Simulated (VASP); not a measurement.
**Al30Cu (a cell with a defect): single point with PBEsol**

System: Al30Cu (a cell with a defect).

```
CELL_PARAMETERS angstrom
8.10000 0.00000 0.00000
0.00000 8.10000 0.00000
0.00000 0.00000 8.10000
ATOMIC_POSITIONS crystal
Al 0.51234 0.01002 0.00032
Al 0.75146 0.99837 0.25832
Al 0.24849 0.24591 0.00031
Al 0.50282 0.49917 0.00033
Al 0.75856 0.75878 0.00034
Al 0.24989 0.99900 0.24791
Al 0.50270 0.25502 0.25115
Al 0.74696 0.49905 0.24872
Al 0.49631 0.00104 0.50033
Al 0.74814 0.25481 0.50030
Al 0.75142 0.99845 0.74231
Al 0.99324 0.49331 0.00033
Al 0.24756 0.75355 0.00035
Al 0.99766 0.24504 0.24665
Al 0.24935 0.50006 0.25090
Al 0.50008 0.75067 0.24920
Al 0.00444 0.99883 0.50032
Al 0.25179 0.25126 0.50038
Al 0.49768 0.50362 0.50034
Al 0.74952 0.74433 0.50032
Al 0.24987 0.99904 0.75278
Al 0.50266 0.25508 0.74950
Al 0.74694 0.49906 0.75193
Al 0.00316 0.75157 0.25076
Al 0.99980 0.50056 0.50035
Al 0.25153 0.75011 0.50033
Al 0.99765 0.24507 0.75401
Al 0.24934 0.50009 0.74979
Al 0.50006 0.75067 0.75148
Al 0.00319 0.75163 0.74992
Cu 0.82789 0.14674 0.00033
```

| Property | Result |
| --- | --- |
| Program | VASP 6.6.1 |
| Task | single point |
| Functional | PBEsol |
| Potentials or basis | VASP PAW PBE potentials, release 64 (Al, Cu) |
| Cutoff | 520 eV |
| k mesh | 3 × 3 × 3 |
| Occupations | gaussian, width 0.05 eV |
| Spin | no spin polarisation |

```yaml
Pressure: -3.2 GPa
Largest_force: 0.306 eV/Å
Band_gap_on_the_k_mesh: zero (an odd number of electrons rules out a gap without spin polarisation)
```

Forces on the atoms (eV/Å):
```
Al  -0.005 -0.016 -0.001
Al   0.013 -0.018  0.000
Al   0.021  0.005  0.001
Al   0.001  0.003  0.000
Al  -0.005 -0.026 -0.004
Al   0.011 -0.004 -0.010
Al   0.019 -0.014 -0.012
Al   0.005 -0.018 -0.002
Al   0.015  0.001 -0.001
Al   0.007 -0.016 -0.001
Al   0.016 -0.021  0.001
Al   0.001 -0.027 -0.001
Al   0.001 -0.012  0.000
Al   0.024 -0.002  0.017
Al  -0.002  0.005  0.008
Al  -0.005  0.000 -0.002
Al  -0.003 -0.003 -0.001
Al   0.012 -0.001  0.000
Al  -0.008  0.000 -0.001
Al   0.003 -0.006  0.000
Al   0.012 -0.004  0.010
Al   0.019 -0.016  0.009
Al   0.007 -0.017  0.003
Al   0.005 -0.011 -0.009
Al   0.005 -0.005  0.002
Al   0.011 -0.001  0.002
Al   0.024 -0.002 -0.017
Al  -0.004  0.005 -0.004
Al  -0.005  0.000  0.002
Al   0.004 -0.011  0.010
Cu  -0.201  0.231  0.000
```

Stress tensor (GPa, compression positive):
```
-3.71  0.12  0.00
 0.12 -3.80  0.00
 0.00  0.00 -1.98
```

Levels at points of the mesh, in eV from the Fermi level:
```csv
k point,band 49,band 50,band 51,band 52,band 53,band 54
"(0.00, 0.00, 0.00)",-0.03,0.02,0.48,0.60,0.63,0.66
```

Wall time 24 min on 1 thread of Oxide Virtual Turin-like Processor, with other jobs on the host, peak memory 0.63 GiB.

Caveat: the PAW data sets were made with another functional, which shifts forces and pressure a little.
